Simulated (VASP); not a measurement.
Write the native input for VASP 6.6.1 that does the following.

- Task: relaxation of cell and atoms
- Functional: PBEsol
- Potentials or basis: VASP PAW PBE potentials, release 64 (Ta_pv, N)
- Cutoff: 600 eV
- k mesh: 12 × 12 × 12
- Occupations: gaussian, width 0.1 eV
- Spin: no spin polarisation
- Target pressure: 15 GPa
- Dipole correction: no
- Further INCAR settings: ALGO = Normal; EDIFF = 1e-07; IBRION = 2; EDIFFG = -0.008; NSW = 70; ISIF = 3

The structure of TaN lies in POSCAR:

```
TaN
1.0
    5.1132298487      0.0000000000      0.0000000000
   -2.5566149244      4.4281869444      0.0000000000
    0.0000000000      0.0000000000      2.8727006777
Ta N
3 3
Direct
    0.0000000000      0.0000000000      0.0000000000
    0.3333333333      0.6666666667      0.5000000000
    0.6666666667      0.3333333333      0.5000000000
    0.5000000000      0.0000000000      0.0000000000
    0.5000000000      0.5000000000      0.0000000000
    0.0000000000      0.5000000000      0.0000000000
```

One way to write it, as run:

INCAR

```
PREC     = Accurate       # precision mode
ENCUT    = 600            # plane-wave cutoff, eV
EDIFF    = 1E-7           # SCF threshold, eV
ISMEAR   = 0              # smearing method
SIGMA    = 0.1            # smearing width, eV
LREAL    = False          # projectors in reciprocal space
LASPH    = True           # aspherical terms in the spheres
NELM     = 60             # most SCF steps
ALGO     = Normal         # electronic algorithm
ISIF     = 3              # what is computed and relaxed
LWAVE    = False          # write WAVECAR
LCHARG   = False          # write CHGCAR
GGA      = PS             # functional
IBRION   = 2              # ionic algorithm
NSW      = 70             # ionic steps
EDIFFG   = -0.008         # ionic threshold
PSTRESS  = 150.0
```

KPOINTS

```
regular mesh
0
Gamma
  12 12 12
```

Potentials or basis: VASP PAW PBE potentials, release 64 (Ta_pv, N).

The run is started by

```console
$ cat potpaw_PBE.64/Ta_pv/POTCAR potpaw_PBE.64/N/POTCAR > POTCAR
$ mpirun -np 1 vasp_std > vasp.out
```

Results of the run:

```yaml
Relaxed_volume: 10.88 Å³/atom
Relaxed_cell: a = 5.109 Å, b = 5.109 Å, c = 2.887 Å, α = 90.00°, β = 90.00°, γ = 120.00°
Space_group_after_relaxing_to_0.1_Å: P6/mmm (No. 191)
Energy_change_on_relaxing_the_run_minimises_the_enthalpy: -4.2 meV/atom
Ionic_steps: 5
Pressure_after_relaxing: 15.0 GPa
Band_gap_on_the_k_mesh: zero (bands 24 and 25 overlap by 2.32 eV)
```

Caveat: the cell is relaxed towards a set pressure, so the run minimises the enthalpy, not the energy; the PAW data sets were made with another functional, which shifts forces and pressure a little; spin-orbit coupling is left out, which moves the levels of the heavy elements.

Wall time 22 min on 1 thread of Intel Xeon 8259CL (shared host), peak memory 0.39 GiB.
